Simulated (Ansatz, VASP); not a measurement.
**Si: VASP beside Ansatz**

```
CELL_PARAMETERS angstrom
-3.26205 3.26205 1.88395
3.26205 -3.26205 1.88395
3.26205 3.26205 -1.88395
ATOMIC_POSITIONS crystal
Si 0.17873 0.17873 0.35746
Si 0.82127 0.82127 0.64254
Si 0.17873 0.82127 0.00000
Si 0.82127 0.17873 0.00000
```

Alike in both runs: task single point; functional PBEsol; k mesh 12 × 12 × 12; occupations gaussian, width 0.03 eV; no spin polarisation.

```csv
,VASP,Ansatz
version,VASP 6.6.1,Ansatz 0.2.0
potentials or method,"VASP PAW PBE potentials, release 64 (Si), cutoff 520 eV","scalar-relativistic, plane waves, PAW"
valence electrons in the cell,16,16
```

```csv
,VASP,Ansatz,Ansatz less VASP
gap on the k mesh at the Fermi level (eV),none,none,-
pressure (GPa),5.4,5.3,-0.12
"traceless stress, the component that is largest in VASP (GPa)",0.18,0.19,+0.007
rms of the force components (eV/Å),0.050,0.048,-0.0014
```

VASP's potentials were made for PBE, not for PBEsol, and Ansatz warns of the same on its side. Atom by atom the forces differ by 0.001 eV/Å (rms over components). A gap of «none» marks a metal or a gap that the smearing closes.
